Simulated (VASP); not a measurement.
# Cu16NO in VASP: a series of runs

Cu16NO is run at these levels: PBEsol; tasks: single point.

Everything below comes from runs of VASP 6.6.1. Logs are shortened: lines on timing, memory, paths and dates and some standing lists are left out, and cuts for length are marked.

## (1) The cell of the first run

The cell holds a slab with vacuum, 18 atoms: a = 5.105 Å, b = 5.105 Å, c = 17.415 Å, α = 90.00°, β = 90.00°, γ = 90.00°.

## (2) Single point, PBEsol

INCAR reads:

```
PREC = Accurate
ENCUT = 520
EDIFF = 1E-7
ISMEAR = 0
SIGMA = 0.1
LREAL = Auto
LASPH = T
NELM = 100
ALGO = Normal
ISIF = 2
LWAVE = F
LCHARG = F
GGA = PS
NBANDS = 108
```

KPOINTS reads:

```
regular mesh
0
Gamma
  3 3 1
```

POSCAR reads:

```
Cu16NO
1.0
    5.1053110000      0.0000000000      0.0000000000
    0.0000000000      5.1053110000      0.0000000000
    0.0000000000      0.0000000000     17.4150000000
Cu N O
16 1 1
Direct
    0.2500000490      0.2500000490      0.0574218203
    0.7499999510      0.2500000490      0.0574218203
    0.2500000490      0.7499999510      0.0574218203
    0.7499999510      0.7499999510      0.0574218203
    0.0019497343     -0.0001615964      0.1538613839
    0.4978192318     -0.0004534494      0.1539234568
    0.0031189089      0.4940247519      0.1541503302
    0.4966596550      0.4942517704      0.1540823428
    0.2502492013      0.2388050405      0.2583197818
    0.7494015546      0.2418379605      0.2557480333
    0.2495669706      0.7454415608      0.2554240023
    0.7496520780      0.7452315833      0.2488699971
   -0.0005770461     -0.0105705607      0.3564402527
    0.4982977531     -0.0102471720      0.3572615561
    0.0012338132      0.4906543402      0.3525436118
    0.4984115561      0.4913475398      0.3526645421
    0.7497462936      0.7294909164      0.4095805914
    0.7602808135      0.6630898686      0.4778519667
```

Potentials or basis: VASP PAW PBE potentials, release 64 (Cu, N, O).

On the command line:

```
cat potpaw_PBE.64/Cu/POTCAR potpaw_PBE.64/N/POTCAR potpaw_PBE.64/O/POTCAR > POTCAR
mpirun -np 1 vasp_std > vasp.out
```

OUTCAR:

```text
PREC = Accurate
   ENCUT = 520
   EDIFF = 1E-7
   ISMEAR = 0
   LREAL = Auto
   LASPH = T
   NELM = 100
   ISIF = 2
   GGA = PS

 ion  position               nearest neighbor table
   1  0.250  0.250  0.057-   8 2.44   7 2.45   5 2.46   6 2.46   2 2.55   3 2.55   3 2.55   2 2.55

   2  0.750  0.250  0.057-   7 2.46   8 2.46   5 2.47   6 2.47   1 2.55   4 2.55   1 2.55   4 2.55

   3  0.250  0.750  0.057-   6 2.46   5 2.46   8 2.47   7 2.48   1 2.55   4 2.55   1 2.55   4 2.55
[... 12 lines left out ...]
                            10 2.56   8 2.56   7 2.57  11 2.59
  10  0.749  0.242  0.256-  15 2.47  16 2.47   6 2.51   5 2.52  13 2.52  14 2.53  12 2.54   8 2.54
                             7 2.54   9 2.55   9 2.56  12 2.57
  11  0.250  0.745  0.255-  15 2.48  16 2.48  13 2.51  14 2.51   7 2.52   9 2.52   8 2.52   5 2.53
                             6 2.53  12 2.55  12 2.56   9 2.59
  12  0.750  0.745  0.249-   8 2.46   7 2.46   6 2.46   5 2.47  10 2.54  11 2.55  11 2.56  16 2.57
                            15 2.57  10 2.57  13 2.59  14 2.60
  13  0.999  0.989  0.356-  17 2.06   9 2.49  11 2.51  10 2.52  14 2.55  15 2.55  14 2.56  15 2.56
                            12 2.59
  14  0.498  0.990  0.357-  17 2.06   9 2.49  11 2.51  10 2.53  16 2.55  13 2.55  13 2.56  16 2.56
                            12 2.60
  15  0.001  0.491  0.353-  17 2.03   9 2.44  10 2.47  11 2.48  16 2.54  13 2.55  13 2.56  16 2.57
                            12 2.57
  16  0.498  0.491  0.353-  17 2.03   9 2.44  10 2.47  11 2.48  15 2.54  14 2.55  14 2.56  15 2.57
                            12 2.57
  17  0.750  0.729  0.410-  18 1.24  16 2.03  15 2.03  13 2.06  14 2.06
  18  0.760  0.663  0.478-  17 1.24

  LATTYP: Found a simple tetragonal cell.
 ALAT       =     5.1053110000
 C/A-ratio  =     3.4111536006

  Lattice vectors:

 A1 = (   5.1053110000,   0.0000000000,   0.0000000000)
 A2 = (   0.0000000000,   5.1053110000,   0.0000000000)
 A3 = (   0.0000000000,   0.0000000000,  17.4150000000)

Analysis of symmetry for initial positions (statically):
=====================================================================
 Subroutine PRICEL returns:
 Original cell was already a primitive cell.

 Routine SETGRP: Setting up the symmetry group for a
 simple tetragonal supercell.

 Subroutine GETGRP returns: Found  1 space group operations
 (whereof  1 operations were pure point group operations)
 out of a pool of 16 trial point group operations.

The static configuration has the point symmetry C_1 .

Analysis of symmetry for dynamics (positions and initial velocities):
=====================================================================
 Subroutine PRICEL returns:
 Original cell was already a primitive cell.

 Routine SETGRP: Setting up the symmetry group for a
 simple tetragonal supercell.

 Subroutine GETGRP returns: Found  1 space group operations
 (whereof  1 operations were pure point group operations)
 out of a pool of 16 trial point group operations.

The dynamic configuration has the point symmetry C_1 .

 Subroutine INISYM returns: Found  1 space group operations
 (whereof  1 operations are pure point group operations),
 and found     1 'primitive' translations

----------------------------------------------------------------------------------------

                                     Primitive cell

  volume of cell :     453.9081

  direct lattice vectors                    reciprocal lattice vectors
     5.105311000  0.000000000  0.000000000     0.195874453  0.000000000  0.000000000
     0.000000000  5.105311000  0.000000000     0.000000000  0.195874453  0.000000000
     0.000000000  0.000000000 17.415000000     0.000000000  0.000000000  0.057421763

  length of vectors
     5.105311000  5.105311000 17.415000000     0.195874453  0.195874453  0.057421763

  position of ions in fractional coordinates (direct lattice)
     0.250000049  0.250000049  0.057421820
     0.749999951  0.250000049  0.057421820
     0.250000049  0.749999951  0.057421820
     0.749999951  0.749999951  0.057421820
     0.001949734  0.999838404  0.153861384
     0.497819232  0.999546551  0.153923457
[... 10 lines left out ...]
     0.749746294  0.729490916  0.409580591
     0.760280814  0.663089869  0.477851967

  ion indices of the primitive-cell ions
   primitive index   ion index
                 1           1
                 2           2
                 3           3
                 4           4
                 5           5
                 6           6
[... 10 lines left out ...]
                17          17
                18          18

----------------------------------------------------------------------------------------

 KPOINTS: regular mesh

Automatic generation of k-mesh.
 Grid dimensions read from file:
 generate k-points for:    3    3    1

 Generating k-lattice:

  Cartesian coordinates                     Fractional coordinates (reciprocal lattice)
     0.065291484  0.000000000  0.000000000     0.333333333  0.000000000  0.000000000
     0.000000000  0.065291484  0.000000000     0.000000000  0.333333333  0.000000000
     0.000000000  0.000000000  0.057421763     0.000000000  0.000000000  1.000000000

  Length of vectors
     0.065291484  0.065291484  0.057421763

  Shift w.r.t. Gamma in fractional coordinates (k-lattice)
     0.000000000  0.000000000  0.000000000

 Subroutine IBZKPT returns following result:
 ===========================================

 Found      5 irreducible k-points:

 Following reciprocal coordinates:
            Coordinates               Weight
  0.000000  0.000000  0.000000      1.000000
  0.333333  0.000000  0.000000      2.000000
  0.000000  0.333333  0.000000      2.000000
  0.333333  0.333333  0.000000      2.000000
 -0.333333  0.333333  0.000000      2.000000
   k-points           NKPTS =      5   k-points in BZ     NKDIM =      5   number of bands    NBANDS=    108
   number of dos      NEDOS =    301   number of ions     NIONS =     18
   total plane-waves  NPLWV = 224000
   dimension x,y,z NGX =    40 NGY =   40 NGZ =  140
   dimension x,y,z NGXF=    80 NGYF=   80 NGZF=  280
   ions per type =              16   1   1
   NGX,Y,Z   is equivalent  to a cutoff of  13.03, 13.03, 13.36 a.u.
   NGXF,Y,Z  is equivalent  to a cutoff of  26.05, 26.05, 26.73 a.u.
 SYSTEM =  unknown system
   PREC   = accura    normal or accurate (medium, high low for compatibility)
   ISTART =      0    job   : 0-new  1-cont  2-samecut
   ICHARG =      2    charge: 1-file 2-atom 10-const
   ISPIN  =      1    spin polarized calculation?
   LNONCOLLINEAR =      F non collinear calculations
   LSORBIT =      F    spin-orbit coupling
   LASPH  =      T    aspherical Exc in radial PAW
   ENCUT  =  520.0 eV  38.22 Ry    6.18 a.u.   9.49  9.49 32.38*2*pi/ulx,y,z
   NELM   =    100;   NELMIN=  2; NELMDL= -5     # of ELM steps
   EDIFF  = 0.1E-06   stopping-criterion for ELM
   LREAL  =      T    real-space projection
   EDIFFG = 0.1E-05   stopping-criterion for IOM
   NSW    =      0    number of steps for IOM
   IBRION =     -1    ionic relax: 0-MD 1-quasi-New 2-CG
   NFREE  =      0    steps in history (QN), initial steepest desc. (CG)
   ISIF   =      2    stress and relaxation
   ISYM   =      2    0-nonsym 1-usesym 2-fastsym
   POTIM  = 0.5000    time-step for ionic-motion
   TEBEG  =    0.0;   TEEND  =   0.0 temperature during run
   PSTRESS=    0.0 pullay stress
   NELECT =     187.0000    total number of electrons
   NUPDOWN=      -1.0000    fix difference up-down
   EMIN   =  10.00;   EMAX   =-10.00  energy-range for DOS
   EFERMI =   0.00;   METHOD = LEGACY
   ISMEAR =     0;   SIGMA  =   0.10  broadening in eV -4-tet -1-fermi 0-gaus
   EFERMI_NEDOS =   21; number of points for ismear=-14 and -15
   IALGO  =     38    algorithm
   IMIX   =      4    mixing-type and parameters
     AMIX     =   0.40;   BMIX     =  1.00
     AMIX_MAG =   1.60;   BMIX_MAG =  1.00
  volume/ion in A,a.u.               =      25.22       170.17
  Fermi-wavevector in a.u.,A,eV,Ry     =   1.218146  2.301962 20.189414  1.483880
  Thomas-Fermi vector in A             =   2.353443
   LORBIT       =      0    0 simple, 1 ext, 2 COOP (PROOUT), +10 PAW based schemes
   GGA     = PS    functional components
   LHFCALC =     F    Hartree Fock is set to
   AEXX    =    0.0000 exact exchange contribution
   IVDW    =     0    specifies the selected vdW correction
   LEPSILON=     F    determine dielectric tensor
   LRPA    =     F    only Hartree local field effects (RPA)
 non-spin polarized calculation
 Gauss-broadening in eV      SIGMA  =   0.10
  energy-cutoff  :      520.00
  volume of cell :      453.91
 maximum number of plane-waves:     12269
 NGX is ok and might be reduce to    40
   NGX = 19   NGY = 19   NGZ = 65

 number of electron     186.9999922 magnetization

 Free energy of the ion-electron system (eV)
  ---------------------------------------------------
  ext. energy  EPLUGINS =         0.00000000
  ---------------------------------------------------
  free energy    TOTEN  =       -77.04699884 eV

  energy without entropy =      -76.99866805  energy(sigma->0) =      -77.02283344

 E-fermi :   0.6014     XC(G=0):  -6.6722

 val. band max:        0.5236074299   @ k =  -0.3333   0.3333   0.0000
 cond. band min:       0.6075516689   @ k =  -0.3333   0.3333   0.0000
 fundamental gap:      0.0839442390
 Fermi energy:         0.6013527270

 k-point     1 :       0.0000    0.0000    0.0000
  band No.  band energies     occupation
      1     -23.6791      2.00000
      2     -12.5430      2.00000
      3      -8.4723      2.00000
      4      -7.3154      2.00000
      5      -7.0532      2.00000
      6      -7.0308      2.00000
[... 529 lines left out ...]
    104       5.0255      0.00000
    105       5.1219      0.00000
 [bands above 105 left out]

------------------------ aborting loop because EDIFF is reached ----------------------------------------

  FORCE on cell =-STRESS in cart. coord.  units (eV):
  Direction    XX          YY          ZZ          XY          YZ          ZX
  --------------------------------------------------------------------------------------
  -------------------------------------------------------------------------------------
  Total       -5.7104352     -6.0918737      3.3066430      0.0441514      1.3239559      0.0041847
  in kB      -20.1563507    -21.5027294     11.6715896      0.1558431      4.6732200      0.0147709
  external PRESSURE =      -9.9958302 kB  Pullay stress =       0.0000000 kB

 VOLUME and BASIS-vectors are now :
 -----------------------------------------------------------------------------
  energy-cutoff  :      520.00
  volume of cell :      453.91
      direct lattice vectors                 reciprocal lattice vectors
     5.105311000  0.000000000  0.000000000     0.195874453  0.000000000  0.000000000
     0.000000000  5.105311000  0.000000000     0.000000000  0.195874453  0.000000000
     0.000000000  0.000000000 17.415000000     0.000000000  0.000000000  0.057421763

 POSITION                                       TOTAL-FORCE (eV/Angst)
 -----------------------------------------------------------------------------------
      1.27633      1.27633      1.00000         0.000566     -0.048131     -0.232564
      3.82898      1.27633      1.00000        -0.002417     -0.011978     -0.094979
      1.27633      3.82898      1.00000        -0.006342     -0.045886     -0.090584
      3.82898      3.82898      1.00000         0.002002     -0.067052      0.016666
      0.00995      5.10449      2.67950         0.002720     -0.001719     -0.003013
      2.54152      5.10300      2.68058        -0.002042     -0.000091     -0.005107
[... 10 lines left out ...]
      3.82769      3.72428      7.13285        -0.001659      0.114153     -0.528633
      3.88147      3.38528      8.32179        -0.011480      0.123622      0.907279
 -----------------------------------------------------------------------------------
    total drift:                               -0.003715      0.005688     -0.003349

  FREE ENERGIE OF THE ION-ELECTRON SYSTEM (eV)
  ---------------------------------------------------
  free  energy   TOTEN  =       -77.0469988359 eV

  energy  without entropy=      -76.9986680518  energy(sigma->0) =      -77.02283344
```

Run time: 15 min. Hardware: 1 thread of Oxide Virtual Turin-like, shared host; peak memory 0.54 GiB.

Results:

| Quantity | Value |
| --- | --- |
| Free energy | -77.0470 eV |
| Largest force | 0.916 eV/Å |

Forces in eV/Å, atoms in the order of the input:
```
Cu   0.001 -0.048 -0.233
Cu  -0.002 -0.012 -0.095
Cu  -0.006 -0.046 -0.091
Cu   0.002 -0.067  0.017
Cu   0.003 -0.002 -0.003
Cu  -0.002  0.000 -0.005
Cu   0.000 -0.005  0.005
Cu   0.001 -0.006  0.006
Cu   0.000 -0.010 -0.006
Cu   0.001 -0.009  0.013
Cu   0.004  0.001  0.004
Cu  -0.002  0.003 -0.013
Cu  -0.007  0.000  0.014
Cu   0.020 -0.002  0.009
Cu   0.011 -0.012 -0.011
Cu  -0.010 -0.022  0.010
N   -0.002  0.114 -0.529
O   -0.011  0.124  0.907
```

Caveat: the k points lie up to 0.41 Å⁻¹ apart; the standard files for N, O and F lose accuracy on very short bonds; the PAW data sets were made with another functional, which shifts forces and pressure a little; an odd number of electrons without spin polarisation forces a metal; a magnetic or distorted state may lie lower. With open d or f shells a metallic result of PBEsol can be an artefact of self-interaction; +U or a hybrid may open a gap.

## (3) Single point, PBEsol

INCAR reads:

```
SYSTEM = Cu16NO
PREC = Accurate ; ENCUT = 520
EDIFF = 1E-7 ; ISMEAR = 0
SIGMA = 0.1 ; LREAL = Auto
LASPH = .TRUE. ; NELM = 80
ALGO = Normal ; ISIF = 2
LWAVE = .FALSE. ; LCHARG = .FALSE.
GGA = PS ; NBANDS = 108
```

KPOINTS reads:

```
regular mesh
0
G
  3 3 1
  0 0 0
```

POSCAR reads:

```
Cu16NO
1.0
    5.1053110000      0.0000000000      0.0000000000
    0.0000000000      5.1053110000      0.0000000000
    0.0000000000      0.0000000000     17.4150000000
Cu N O
16 1 1
Direct
    0.2500000490      0.2500000490      0.0574217628
    0.7499999510      0.2500000490      0.0574217628
    0.2500000490      0.7499999510      0.0574217628
    0.7499999510      0.7499999510      0.0574217628
    0.0015697379     -0.0002150701      0.1542135515
    0.4980346937     -0.0007259107      0.1543746196
    0.0028154994      0.4955343563      0.1540478898
    0.4967726746      0.4958969199      0.1539662360
    0.2501775112      0.2409251856      0.2584602354
    0.7493247718      0.2436619434      0.2550147574
    0.2486330412      0.7446942997      0.2553658341
    0.7501264859      0.7445679607      0.2508243468
    0.0037907583     -0.0071406032      0.3570981338
    0.4910727280     -0.0060629019      0.3581217916
    0.0042303006      0.4895167013      0.3543590009
    0.4942513786      0.4922920465      0.3533191502
    0.7457674958      0.7508851077      0.4035347115
    0.7673638295      0.5872061467      0.4592905541
```

Potentials or basis: VASP PAW PBE potentials, release 64 (Cu, N, O).

On the command line:

```
cat potpaw_PBE.64/Cu/POTCAR potpaw_PBE.64/N/POTCAR potpaw_PBE.64/O/POTCAR > POTCAR
mpirun -np 1 vasp_std > vasp.out
```

Run time: 14 min. Hardware: 1 thread of Oxide Virtual Turin-like, shared host; peak memory 0.55 GiB.

Results (log left out):

```
Free energy   : -76.7887 eV
Largest force : 0.675 eV/Å
```

Forces in eV/Å, atoms in the order of the input:
```
Cu   0.007 -0.016 -0.180
Cu  -0.009  0.021 -0.087
Cu  -0.004 -0.067 -0.111
Cu  -0.002 -0.083  0.005
Cu  -0.005  0.001 -0.002
Cu   0.003  0.001 -0.002
Cu   0.007 -0.013 -0.001
Cu  -0.009 -0.012 -0.001
Cu  -0.002 -0.013  0.016
Cu  -0.003 -0.003  0.019
Cu  -0.005 -0.006 -0.012
Cu  -0.001 -0.015 -0.025
Cu   0.004  0.013  0.004
Cu  -0.027  0.018  0.015
Cu   0.002  0.000 -0.003
Cu  -0.004  0.002  0.008
N   -0.015  0.270 -0.308
O    0.064 -0.099  0.665
```

Levels at points of the mesh, in eV from the Fermi level:
```
           k point  band 92  band 93  band 94  band 95  band 96  band 97
(0.00, 0.00, 0.00)    -0.48    -0.42    -0.32    -0.16    -0.16     0.04
```

Caveat: the k points lie up to 0.41 Å⁻¹ apart; the PAW data sets were made with another functional, which shifts forces and pressure a little; an odd number of electrons without spin polarisation forces a metal; a magnetic or distorted state may lie lower.

## (4) Single point, PBEsol

INCAR reads:

```
SYSTEM = Cu16NO
PREC = Accurate
ENCUT = 520
EDIFF = 1E-7
ISMEAR = 0
SIGMA = 0.1
LREAL = Auto
LASPH = .True.
NELM = 100
ALGO = Normal
ISIF = 2
LWAVE = .False.
LCHARG = .False.
GGA = PS
NBANDS = 108
```

KPOINTS reads:

```
Automatic mesh
0
Gamma
  3 3 1
  0 0 0
```

POSCAR reads:

```
Cu16NO
1.0
    5.1053110000      0.0000000000      0.0000000000
    0.0000000000      5.1053110000      0.0000000000
    0.0000000000      0.0000000000     17.4150000000
Cu N O
16 1 1
Direct
    0.2500000490      0.2500000490      0.0574217628
    0.7499999510      0.2500000490      0.0574217628
    0.2500000490      0.7499999510      0.0574217628
    0.7499999510      0.7499999510      0.0574217628
    0.0031643518     -0.0012649572      0.1543894344
    0.4968641479     -0.0012876787      0.1543935113
    0.0006117159      0.4988802837      0.1545410853
    0.4994265775      0.4988939949      0.1545357450
    0.2500909347      0.2438738796      0.2572653460
    0.7500066108      0.2445188941      0.2536954350
    0.2500533268      0.7457314549      0.2565047373
    0.7500203220      0.7485788819      0.2537378122
    0.0076436088     -0.0034342668      0.3581014068
    0.4925008486     -0.0039006439      0.3580556991
    0.0122031743      0.4844339551      0.3543993109
    0.4877336562      0.4839583720      0.3545257537
    0.7502026811      0.7702727611      0.4027591157
    0.7503157006      0.5255197969      0.4366316968
```

On the command line:

```
cat potpaw_PBE.64/Cu/POTCAR potpaw_PBE.64/N/POTCAR potpaw_PBE.64/O/POTCAR > POTCAR
mpirun -np 1 vasp_std > vasp.out
```

Run time: 14 min. Hardware: 1 thread of Oxide Virtual Turin-like, shared host; peak memory 0.54 GiB.

Results (log left out):

| Quantity | Value |
| --- | --- |
| Free energy | -76.7333 eV |
| Largest force | 0.577 eV/Å |

Forces in eV/Å, atoms in the order of the input:
```
Cu   0.000  0.006 -0.116
Cu   0.000 -0.035 -0.035
Cu   0.000 -0.035 -0.136
Cu   0.001 -0.004 -0.031
Cu   0.003 -0.001 -0.012
Cu  -0.003  0.000 -0.013
Cu   0.003 -0.026  0.000
Cu  -0.003 -0.027 -0.001
Cu  -0.002 -0.063  0.003
Cu   0.000 -0.048  0.023
Cu   0.000 -0.029 -0.056
Cu   0.000 -0.047 -0.079
Cu   0.025 -0.130 -0.020
Cu  -0.025 -0.128 -0.016
Cu   0.108 -0.107 -0.144
Cu  -0.101 -0.103 -0.144
N    0.000  0.278  0.506
O   -0.007  0.499  0.271
```

Levels at points of the mesh, in eV from the Fermi level:
```
           k point  band 90  band 91  band 92  band 93  band 94  band 95  band 96  band 97  band 98  band 99
(0.00, 0.00, 0.00)    -0.69    -0.63    -0.45    -0.40    -0.21    -0.15    -0.15    -0.08     0.84     2.19
```

Caveat: the k points lie up to 0.41 Å⁻¹ apart; the PAW data sets were made with another functional, which shifts forces and pressure a little; an odd number of electrons without spin polarisation forces a metal; a magnetic or distorted state may lie lower. With open d or f shells a metallic result of PBEsol can be an artefact of self-interaction; +U or a hybrid may open a gap.
